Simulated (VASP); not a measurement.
# ZnS in VASP: further runs

The runs below take ZnS through electric field gradients, with PBEsol.

Program: VASP 6.6.1. These are calculated values, not measurements. Logs are shortened: lines on timing, memory, paths and dates and some standing lists are left out, and cuts for length are marked.

**1. The cell of the first run**

It takes space group P6_3mc (No. 186, hexagonal). The conventional cell has a = 3.811 Å, b = 3.811 Å, c = 6.047 Å, α = 90.00°, β = 90.00°, γ = 120.00°. Within 3.0 Å of Zn (site symmetry 3m) lie 4 S at 2.31 to 2.33 Å. Within 3.0 Å of S (site symmetry 3m) lie 4 Zn at 2.31 to 2.33 Å.

**2. Electric field gradients, PBEsol (zz strain of -3 %)**

INCAR reads:

```
PREC = Accurate
ENCUT = 520
EDIFF = 1E-8
ISMEAR = -1
SIGMA = 0.03
LREAL = F
LASPH = T
NELM = 100
ALGO = Normal
ISIF = 2
LWAVE = F
LCHARG = F
GGA = PS
LEFG = T
NBANDS = 26
```

KPOINTS reads:

```
regular mesh
0
Gamma
  8 8 5
```

POSCAR reads:

```
ZnS
1.0
    3.8109987816      0.0000000000      0.0000000000
   -1.9054993908      3.3004217586      0.0000000000
    0.0000000000      0.0000000000      6.0469800000
Zn S
2 2
Direct
    0.3333333333      0.6666666667      0.0000000000
    0.6666666667      0.3333333333      0.5000000000
    0.3333333333      0.6666666667      0.3850000000
    0.6666666667      0.3333333333      0.8850000000
```

Potentials or basis: VASP PAW PBE potentials, release 64 (Zn, S).

On the command line:

```
> cat potpaw_PBE.64/Zn/POTCAR potpaw_PBE.64/S/POTCAR > POTCAR
> mpirun -np 1 vasp_std > vasp.out
```

OUTCAR:

```text
PREC = Accurate
   ENCUT = 520
   EDIFF = 1E-8
   ISMEAR = -1
   LREAL = F
   LASPH = T
   NELM = 100
   ISIF = 2
   GGA = PS

 ion  position               nearest neighbor table
   1  0.333  0.667  0.000-   4 2.31   4 2.31   4 2.31   3 2.33
   2  0.667  0.333  0.500-   3 2.31   3 2.31   3 2.31   4 2.33
   3  0.333  0.667  0.385-   2 2.31   2 2.31   2 2.31   1 2.33
   4  0.667  0.333  0.885-   1 2.31   1 2.31   1 2.31   2 2.33

  LATTYP: Found a hexagonal cell.
 ALAT       =     3.8109987816
 C/A-ratio  =     1.5867179043

  Lattice vectors:

 A1 = (   3.8109987816,   0.0000000000,   0.0000000000)
 A2 = (  -1.9054993908,   3.3004217586,   0.0000000000)
 A3 = (   0.0000000000,   0.0000000000,   6.0469800000)

Analysis of symmetry for initial positions (statically):
=====================================================================
 Subroutine PRICEL returns:
 Original cell was already a primitive cell.

 Routine SETGRP: Setting up the symmetry group for a
 hexagonal supercell.

 Subroutine GETGRP returns: Found 12 space group operations
 (whereof  6 operations were pure point group operations)
 out of a pool of 24 trial point group operations.

The static configuration has the point symmetry C_3v.
 The point group associated with its full space group is C_6v.

Analysis of symmetry for dynamics (positions and initial velocities):
=====================================================================
 Subroutine PRICEL returns:
 Original cell was already a primitive cell.

 Routine SETGRP: Setting up the symmetry group for a
 hexagonal supercell.

 Subroutine GETGRP returns: Found 12 space group operations
 (whereof  6 operations were pure point group operations)
 out of a pool of 24 trial point group operations.

The dynamic configuration has the point symmetry C_3v.
 The point group associated with its full space group is C_6v.

 Subroutine INISYM returns: Found 12 space group operations
 (whereof  6 operations are pure point group operations),
 and found     1 'primitive' translations

----------------------------------------------------------------------------------------
[... 140 lines left out ...]
  free energy    TOTEN  =       -15.14132413 eV

  energy without entropy =      -15.14132413  energy(sigma->0) =      -15.14132413

 E-fermi :   3.0013     XC(G=0): -10.0130

 val. band max:        2.4167847061   @ k =   0.0000   0.0000   0.0000
 cond. band min:       4.6234961318   @ k =   0.0000   0.0000   0.0000
 fundamental gap:      2.2067114257
 Fermi energy:         3.0012904114

 k-point     1 :       0.0000    0.0000    0.0000
  band No.  band energies     occupation
      1     -11.0626      2.00000
      2      -9.9833      2.00000
      3      -4.1487      2.00000
      4      -4.1487      2.00000
      5      -4.0989      2.00000
      6      -4.0748      2.00000
[... 685 lines left out ...]
     25      11.3770      0.00000
     26      11.7069      0.00000

 [... further k-points ...]

------------------------ aborting loop because EDIFF is reached ----------------------------------------

  FORCE on cell =-STRESS in cart. coord.  units (eV):
  Direction    XX          YY          ZZ          XY          YZ          ZX
  --------------------------------------------------------------------------------------
  -------------------------------------------------------------------------------------
  Total        0.2034926      0.2034926      1.2181576      0.0000000      0.0000000      0.0000000
  in kB        4.2865949      4.2865949     25.6606280      0.0000000      0.0000000      0.0000000
  external PRESSURE =      11.4112726 kB  Pullay stress =       0.0000000 kB

 VOLUME and BASIS-vectors are now :
 -----------------------------------------------------------------------------
  energy-cutoff  :      520.00
  volume of cell :       76.06
      direct lattice vectors                 reciprocal lattice vectors
     3.810998782  0.000000000  0.000000000     0.262398405  0.151495789  0.000000000
    -1.905499391  3.300421759  0.000000000     0.000000000  0.302991579  0.000000000
     0.000000000  0.000000000  6.046980000     0.000000000  0.000000000  0.165371805

 POSITION                                       TOTAL-FORCE (eV/Angst)
 -----------------------------------------------------------------------------------
     -0.00000      2.20028      0.00000        -0.000000      0.000000      0.149124
      1.90550      1.10014      3.02349         0.000000     -0.000000      0.149124
     -0.00000      2.20028      2.32809         0.000000      0.000000     -0.149124
      1.90550      1.10014      5.35158         0.000000     -0.000000     -0.149124
 -----------------------------------------------------------------------------------
    total drift:                               -0.000000     -0.000000      0.000504

  FREE ENERGIE OF THE ION-ELECTRON SYSTEM (eV)
  ---------------------------------------------------
  free  energy   TOTEN  =       -15.1413241312 eV

  energy  without entropy=      -15.1413241311  energy(sigma->0) =      -15.14132413

 Electric field gradients (V/A^2)
---------------------------------------------------------------------
 ion       V_xx      V_yy      V_zz      V_xy      V_xz      V_yz
---------------------------------------------------------------------
   1      -2.992    -2.985     5.977     0.006     0.000    -0.000
   2      -2.992    -2.985     5.977     0.006    -0.000     0.000
   3       5.294     5.294   -10.588    -0.000    -0.000     0.000
   4       5.294     5.294   -10.588    -0.000     0.000    -0.000
---------------------------------------------------------------------

 Electric field gradients after diagonalization (V/A^2)
 (convention: |V_zz| > |V_xx| > |V_yy|)
----------------------------------------------------------------------
 ion       V_xx      V_yy      V_zz     asymmetry (V_yy - V_xx)/ V_zz
----------------------------------------------------------------------
   1      -2.995    -2.982     5.977       0.002
   2      -2.995    -2.982     5.977       0.002
   3       5.295     5.294   -10.588       0.000
   4       5.295     5.294   -10.588       0.000
----------------------------------------------------------------------

           NMR quadrupolar parameters

 Cq : quadrupolar parameter    Cq=e*Q*V_zz/h
 eta: asymmetry parameters     (V_yy - V_xx)/ V_zz
 Q  : nuclear electric quadrupole moment in mb (millibarn)
----------------------------------------------------------------------
 ion       Cq(MHz)       eta       Q (mb)
----------------------------------------------------------------------
   1       0.014       0.002       1.000
   2       0.014       0.002       1.000
   3      -0.026       0.000       1.000
   4      -0.026       0.000       1.000
----------------------------------------------------------------------
```

stdout:

```text
POSCAR found type information on POSCAR ZnS
 POSCAR found :  2 types and       4 ions
 scaLAPACK will be used
 -----------------------------------------------------------------------------
|                                                                             |
|                                                                             |
|     You enforced a specific xc type in the INCAR file but a different       |
|     I HOPE YOU KNOW WHAT YOU ARE DOING!                                     |
|                                                                             |
 -----------------------------------------------------------------------------

 LDA part: xc-table for (Slater+PW92), standard interpolation
 POSCAR, INCAR and KPOINTS ok, starting setup
 FFT: planning ... GRIDC
 FFT: planning ... GRID_SOFT
 FFT: planning ... GRID
 WAVECAR not read
 entering main loop
ion   1

ion   2

ion   3

ion   4
```

Run time: 71 s. Hardware: 1 thread of Intel Xeon 6975P-C, shared host; peak memory 0.21 GiB.

What came out:

| Property | Result |
| --- | --- |
| Free energy | -15.1413 eV |
| Pressure | 1.1 GPa |
| Largest force | 0.149 eV/Å |
| Band gap on the k mesh | 2.21 eV, direct |

Forces in eV/Å, atoms in the order of the input:
```
Zn   0.000  0.000  0.149
Zn   0.000  0.000  0.149
S    0.000  0.000 -0.149
S    0.000  0.000 -0.149
```

Levels at points of the mesh, in eV from the valence-band top:
```csv
k point,band 16,band 17,band 18,band 19,band 20,band 21
"(0.00, 0.00, 0.00)",-0.10,-0.10,0.00,2.21,2.65,5.99
"(0.50, 0.00, 0.00)",-2.55,-1.76,-1.06,3.26,4.24,5.11
```

Electric field gradients, principal values (V/Å²):
| atom | least | middle | greatest (by size) |
| --- | --- | --- | --- |
| 1 Zn | -2.982 | -2.995 | 5.977 |
| 2 Zn | -2.982 | -2.995 | 5.977 |
| 3 S | 5.294 | 5.295 | -10.588 |
| 4 S | 5.294 | 5.295 | -10.588 |

Caveat: the cell differs from its parent crystal (zz strain of -3 %); without QUAD_EFG the Cq values of the log hold for a quadrupole moment of 1 mb, not for the nuclei; the PAW data sets were made with another functional, which shifts forces and pressure a little.

**3. Electric field gradients, PBEsol (zz strain of -3 %)**

INCAR reads:

```
SYSTEM = ZnS
PREC     = Accurate       ! precision mode
ENCUT    = 520            ! plane-wave cutoff, eV
EDIFF    = 1E-8           ! SCF threshold, eV
ISMEAR   = -1             ! smearing method
SIGMA    = 0.03           ! smearing width, eV
LREAL    = .FALSE.        ! projectors in reciprocal space
LASPH    = .TRUE.         ! aspherical terms in the spheres
NELM     = 60             ! most SCF steps
ALGO     = Normal         ! electronic algorithm
ISIF     = 2              ! what is computed and relaxed
LWAVE    = .FALSE.        ! write WAVECAR
LCHARG   = .FALSE.        ! write CHGCAR
GGA      = PS             ! functional
LEFG     = .TRUE.       
NBANDS   = 26             ! bands
```

KPOINTS reads:

```
regular mesh
0
G
  8 8 5
  0 0 0
```

POSCAR is that of step 2.

Potentials or basis: VASP PAW PBE potentials, release 64 (Zn, S).

On the command line:

```
> cat potpaw_PBE.64/Zn/POTCAR potpaw_PBE.64/S/POTCAR > POTCAR
> mpirun -np 1 vasp_std > vasp.out
```

OUTCAR:

```text
SYSTEM = ZnS
   PREC = Accurate
   ENCUT = 520
   EDIFF = 1E-8
   ISMEAR = -1
   LREAL = .FALSE.
   LASPH = .TRUE.
   NELM = 60
   ISIF = 2
   GGA = PS

 ion  position               nearest neighbor table
   1  0.333  0.667  0.000-   4 2.31   4 2.31   4 2.31   3 2.33
   2  0.667  0.333  0.500-   3 2.31   3 2.31   3 2.31   4 2.33
   3  0.333  0.667  0.385-   2 2.31   2 2.31   2 2.31   1 2.33
   4  0.667  0.333  0.885-   1 2.31   1 2.31   1 2.31   2 2.33

  LATTYP: Found a hexagonal cell.
 ALAT       =     3.8109987816
 C/A-ratio  =     1.5867179043

  Lattice vectors:

 A1 = (   3.8109987816,   0.0000000000,   0.0000000000)
 A2 = (  -1.9054993908,   3.3004217586,   0.0000000000)
 A3 = (   0.0000000000,   0.0000000000,   6.0469800000)

Analysis of symmetry for initial positions (statically):
=====================================================================
 Subroutine PRICEL returns:
 Original cell was already a primitive cell.

 Routine SETGRP: Setting up the symmetry group for a
 hexagonal supercell.

 Subroutine GETGRP returns: Found 12 space group operations
 (whereof  6 operations were pure point group operations)
 out of a pool of 24 trial point group operations.

The static configuration has the point symmetry C_3v.
 The point group associated with its full space group is C_6v.

Analysis of symmetry for dynamics (positions and initial velocities):
=====================================================================
 Subroutine PRICEL returns:
 Original cell was already a primitive cell.

 Routine SETGRP: Setting up the symmetry group for a
 hexagonal supercell.

 Subroutine GETGRP returns: Found 12 space group operations
 (whereof  6 operations were pure point group operations)
 out of a pool of 24 trial point group operations.

The dynamic configuration has the point symmetry C_3v.
 The point group associated with its full space group is C_6v.

 Subroutine INISYM returns: Found 12 space group operations
 (whereof  6 operations are pure point group operations),
 and found     1 'primitive' translations

----------------------------------------------------------------------------------------

                                     Primitive cell

  volume of cell :      76.0583

  direct lattice vectors                    reciprocal lattice vectors
     3.810998782  0.000000000  0.000000000     0.262398405  0.151495789  0.000000000
    -1.905499391  3.300421759  0.000000000     0.000000000  0.302991579  0.000000000
     0.000000000  0.000000000  6.046980000     0.000000000  0.000000000  0.165371805

  length of vectors
     3.810998782  3.810998782  6.046980000     0.302991579  0.302991579  0.165371805

  position of ions in fractional coordinates (direct lattice)
     0.333333333  0.666666667  0.000000000
     0.666666667  0.333333333  0.500000000
     0.333333333  0.666666667  0.385000000
     0.666666667  0.333333333  0.885000000

  ion indices of the primitive-cell ions
   primitive index   ion index
                 1           1
                 2           2
                 3           3
                 4           4
[... 86 lines left out ...]
   EFERMI =   0.00;   METHOD = LEGACY
   ISMEAR =    -1;   SIGMA  =   0.03  broadening in eV -4-tet -1-fermi 0-gaus
   EFERMI_NEDOS =   21; number of points for ismear=-14 and -15
   IALGO  =     38    algorithm
   IMIX   =      4    mixing-type and parameters
     AMIX     =   0.40;   BMIX     =  1.00
     AMIX_MAG =   1.60;   BMIX_MAG =  1.00
  volume/ion in A,a.u.               =      19.01       128.32
  Fermi-wavevector in a.u.,A,eV,Ry     =   1.275832  2.410972 22.146838  1.627747
  Thomas-Fermi vector in A             =   2.408522
   LORBIT       =      0    0 simple, 1 ext, 2 COOP (PROOUT), +10 PAW based schemes
   GGA     = PS    functional components
   LHFCALC =     F    Hartree Fock is set to
   AEXX    =    0.0000 exact exchange contribution
   IVDW    =     0    specifies the selected vdW correction
   LEPSILON=     F    determine dielectric tensor
   LRPA    =     F    only Hartree local field effects (RPA)
 non-spin polarized calculation
  energy-cutoff  :      520.00
  volume of cell :       76.06
 maximum number of plane-waves:      2060
   NGX = 15   NGY = 15   NGZ = 23

 number of electron      35.9999988 magnetization

 Free energy of the ion-electron system (eV)
  ---------------------------------------------------
  ext. energy  EPLUGINS =         0.00000000
  ---------------------------------------------------
  free energy    TOTEN  =       -15.14132413 eV

  energy without entropy =      -15.14132413  energy(sigma->0) =      -15.14132413

 E-fermi :   3.0013     XC(G=0): -10.0130

 val. band max:        2.4167847061   @ k =   0.0000   0.0000   0.0000
 cond. band min:       4.6234961318   @ k =   0.0000   0.0000   0.0000
 fundamental gap:      2.2067114257
 Fermi energy:         3.0012904114

 k-point     1 :       0.0000    0.0000    0.0000
  band No.  band energies     occupation
      1     -11.0626      2.00000
      2      -9.9833      2.00000
      3      -4.1487      2.00000
      4      -4.1487      2.00000
      5      -4.0989      2.00000
      6      -4.0748      2.00000
[... 685 lines left out ...]
     25      11.3770      0.00000
     26      11.7069      0.00000

 [... further k-points ...]

------------------------ aborting loop because EDIFF is reached ----------------------------------------

  FORCE on cell =-STRESS in cart. coord.  units (eV):
  Direction    XX          YY          ZZ          XY          YZ          ZX
  --------------------------------------------------------------------------------------
  -------------------------------------------------------------------------------------
  Total        0.2034926      0.2034926      1.2181576      0.0000000      0.0000000      0.0000000
  in kB        4.2865949      4.2865949     25.6606280      0.0000000      0.0000000      0.0000000
  external PRESSURE =      11.4112726 kB  Pullay stress =       0.0000000 kB

 VOLUME and BASIS-vectors are now :
 -----------------------------------------------------------------------------
  energy-cutoff  :      520.00
  volume of cell :       76.06
      direct lattice vectors                 reciprocal lattice vectors
     3.810998782  0.000000000  0.000000000     0.262398405  0.151495789  0.000000000
    -1.905499391  3.300421759  0.000000000     0.000000000  0.302991579  0.000000000
     0.000000000  0.000000000  6.046980000     0.000000000  0.000000000  0.165371805

 POSITION                                       TOTAL-FORCE (eV/Angst)
 -----------------------------------------------------------------------------------
     -0.00000      2.20028      0.00000        -0.000000      0.000000      0.149124
      1.90550      1.10014      3.02349         0.000000     -0.000000      0.149124
     -0.00000      2.20028      2.32809         0.000000      0.000000     -0.149124
      1.90550      1.10014      5.35158         0.000000     -0.000000     -0.149124
 -----------------------------------------------------------------------------------
    total drift:                               -0.000000     -0.000000      0.000504

  FREE ENERGIE OF THE ION-ELECTRON SYSTEM (eV)
  ---------------------------------------------------
  free  energy   TOTEN  =       -15.1413241312 eV

  energy  without entropy=      -15.1413241311  energy(sigma->0) =      -15.14132413

 Electric field gradients (V/A^2)
---------------------------------------------------------------------
 ion       V_xx      V_yy      V_zz      V_xy      V_xz      V_yz
---------------------------------------------------------------------
   1      -2.992    -2.985     5.977     0.006     0.000    -0.000
   2      -2.992    -2.985     5.977     0.006    -0.000     0.000
   3       5.294     5.294   -10.588    -0.000    -0.000     0.000
   4       5.294     5.294   -10.588    -0.000     0.000    -0.000
---------------------------------------------------------------------

 Electric field gradients after diagonalization (V/A^2)
 (convention: |V_zz| > |V_xx| > |V_yy|)
----------------------------------------------------------------------
 ion       V_xx      V_yy      V_zz     asymmetry (V_yy - V_xx)/ V_zz
----------------------------------------------------------------------
   1      -2.995    -2.982     5.977       0.002
   2      -2.995    -2.982     5.977       0.002
   3       5.295     5.294   -10.588       0.000
   4       5.295     5.294   -10.588       0.000
----------------------------------------------------------------------

           NMR quadrupolar parameters

 Cq : quadrupolar parameter    Cq=e*Q*V_zz/h
 eta: asymmetry parameters     (V_yy - V_xx)/ V_zz
 Q  : nuclear electric quadrupole moment in mb (millibarn)
----------------------------------------------------------------------
 ion       Cq(MHz)       eta       Q (mb)
----------------------------------------------------------------------
   1       0.014       0.002       1.000
   2       0.014       0.002       1.000
   3      -0.026       0.000       1.000
   4      -0.026       0.000       1.000
----------------------------------------------------------------------
```

Wall time 58 s (1 thread of Intel Xeon 6975P-C, shared host); peak memory 0.21 GiB.

What came out:

| Item | Value |
| --- | --- |
| Free energy | -15.1413 eV |
| Pressure | 1.1 GPa |
| Largest force | 0.149 eV/Å |
| Band gap on the k mesh | 2.21 eV, direct |

Forces on the atoms (eV/Å):
```
Zn   0.000  0.000  0.149
Zn   0.000  0.000  0.149
S    0.000  0.000 -0.149
S    0.000  0.000 -0.149
```

Stress tensor (GPa, compression positive):
```
0.43 0.00 0.00
0.00 0.43 0.00
0.00 0.00 2.57
```

Electric field gradients, principal values (V/Å²):
```
atom   least  middle  greatest (by size)
1 Zn  -2.982  -2.995               5.977
2 Zn  -2.982  -2.995               5.977
 3 S   5.294   5.295             -10.588
 4 S   5.294   5.295             -10.588
```

Caveat: the cell differs from its parent crystal (zz strain of -3 %); without QUAD_EFG the Cq values of the log hold for a quadrupole moment of 1 mb, not for the nuclei; the PAW data sets were made with another functional, which shifts forces and pressure a little.

[end of part 1 of 3]
